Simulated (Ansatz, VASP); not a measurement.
# Two plane-wave programs on Sn

```
Sn
1.0
    -1.87240    1.87240    1.87240
     1.87240   -1.87240    1.87240
     3.74479    3.74479    0.00000
Sn
2
Direct
  0.05665 0.94335 0.00000
  0.44335 0.55665 0.50000
```

Change from the starting cell: mode 1 (-4.3 1/cm) frozen in, largest displacement +0.300 Å.

Alike in both runs: task single point; functional PBEsol; k mesh 20 × 20 × 12; occupations gaussian, width 0.15 eV; no spin polarisation.

|  | VASP | Ansatz |
| --- | --- | --- |
| version | VASP 6.6.1 | Ansatz 0.2.0 |
| potentials or method | VASP PAW PBE potentials, release 64 (Sn_d), cutoff 520 eV | scalar-relativistic, plane waves, PAW |
| valence electrons in the cell | 28 | 28 |

|  | VASP | Ansatz | Ansatz less VASP |
| --- | --- | --- | --- |
| gap on the k mesh at the Fermi level (eV) | none | none | - |
| pressure (GPa) | -0.1 | 0.0 | +0.06 |
| rms of the force components (eV/Å) | 0.018 | 0.018 | +0.0002 |

VASP's potentials were made for PBE, not for PBEsol. Atom by atom the forces differ by 0.000 eV/Å (rms over components). A gap of «none» marks a metal or a gap that the smearing closes. With one functional, cell and mesh, what is left measures potentials, basis and numerics.
